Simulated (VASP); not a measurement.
Here is a VASP 6.6.1 calculation.

File INCAR:

```
ALGO = Normal
DIPOL = 0.5 0.5 0.500
EDIFF = 1E-7
ENCUT = 520
GGA = PE
IDIPOL = 3
ISIF = 2
ISMEAR = 0
LASPH = True
LCHARG = True
LDIPOL = True
LELF = True
LREAL = False
LVACPOTAV = True
LVHAR = True
LWAVE = False
NBANDS = 56
NELM = 80
PREC = Accurate
SIGMA = 0.01
```

The input KPOINTS:

```
k-points
0
Gamma
  10 10 1
```

Contents of POSCAR:

```
PtSe2
1.0
    3.7270000000      0.0000000000      0.0000000000
   -1.8635000000      3.2276766799      0.0000000000
    0.0000000000      0.0000000000     35.8600000000
Se Pt
8 4
Direct
    0.6666666667      0.3333333333      0.2509760178
    0.3333333333      0.6666666667      0.3240379253
    0.6666666667      0.3333333333      0.3926380368
    0.3333333333      0.6666666667      0.4656999442
    0.6666666667      0.3333333333      0.5343000558
    0.3333333333      0.6666666667      0.6073619632
    0.6666666667      0.3333333333      0.6759620747
    0.3333333333      0.6666666667      0.7490239822
    0.0000000000      0.0000000000      0.2875069716
    0.0000000000      0.0000000000      0.4291689905
    0.0000000000      0.0000000000      0.5708310095
    0.0000000000      0.0000000000      0.7124930284
```

Potentials or basis: VASP PAW PBE potentials, release 64 (Se, Pt).

The run is started by

```bash
$ cat potpaw_PBE.64/Se/POTCAR potpaw_PBE.64/Pt/POTCAR > POTCAR
$ mpirun -np 1 vasp_std > vasp.out
```

What does it give for the band gap on the k mesh?

Zero (bands 44 and 45 overlap by 0.13 eV).

What does it give for the largest force?

0.237 eV/Å.

Forces in eV/Å, atoms in the order of the input:
```
Se   0.000  0.000 -0.237
Se   0.000  0.000 -0.128
Se   0.000  0.000  0.004
Se   0.000  0.000  0.010
Se   0.000  0.000 -0.010
Se   0.000  0.000 -0.004
Se   0.000  0.000  0.128
Se   0.000  0.000  0.237
Pt   0.000  0.000  0.163
Pt   0.000  0.000  0.007
Pt   0.000  0.000 -0.007
Pt   0.000  0.000 -0.163
```

Caveat: spin-orbit coupling is left out, which moves the levels of the heavy elements.
